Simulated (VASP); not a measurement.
Write the native input for VASP 6.6.1 that does the following.

| Quantity | Value |
| --- | --- |
| Task | single point |
| Functional | PBE |
| Potentials or basis | VASP PAW PBE potentials, release 64 (Zn, Sn_d, O) |
| Cutoff | 520 eV |
| k mesh | 6 × 6 × 2 |
| Occupations | gaussian, width 0.1 eV |
| Spin | no spin polarisation |
| Dipole correction | no |
| Further INCAR settings | ALGO = Normal; EDIFF = 1e-07; NBANDS = 37 |

The structure of Zn2SnO3 lies in POSCAR:

```
Zn2SnO3
1.0
    2.9878377300      0.0000000000      0.0000000000
    0.0000000000      2.9878377300      0.0000000000
    0.0000000000      0.0000000000      9.0460830000
Zn Sn O
2 1 3
Direct
    0.5000000000      0.5000000000      0.3248246900
    0.5000000000      0.5000000000      0.6751753100
    0.5000000000      0.5000000000      0.0000000000
    0.0000000000      0.0000000000      0.8390681100
    0.0000000000      0.0000000000      0.1609318900
    0.0000000000      0.0000000000      0.5000000000
```

The input as run:

INCAR

```
PREC = Accurate
ENCUT = 520
EDIFF = 1E-7
ISMEAR = 0
SIGMA = 0.1
LREAL = False
LASPH = True
NELM = 80
ALGO = Normal
ISIF = 2
LWAVE = False
LCHARG = False
GGA = PE
NBANDS = 37
```

KPOINTS

```
regular mesh
0
Gamma
  6 6 2
```

Potentials or basis: VASP PAW PBE potentials, release 64 (Zn, Sn_d, O).

Run with:

```bash
$ cat potpaw_PBE.64/Zn/POTCAR potpaw_PBE.64/Sn_d/POTCAR potpaw_PBE.64/O/POTCAR > POTCAR
$ mpirun -np 1 vasp_std > vasp.out
```

It gave:

The pressure is -9.5 GPa, the largest force is 1.320 eV/Å and the band gap on the k mesh is zero (band 28 reaches 4.16 eV, above the bottom of band 29 at 3.45 eV).

Caveat: spin-orbit coupling is left out, which moves the levels of the heavy elements; forces of over 1 eV/Å act on the atoms, so gaps and moduli don't describe the material at rest.

It took 46 s on 1 thread of Intel(R) Xeon(R) Platinum 8488C (Sapphire Rapids) (shared host), peak memory 0.22 GiB.
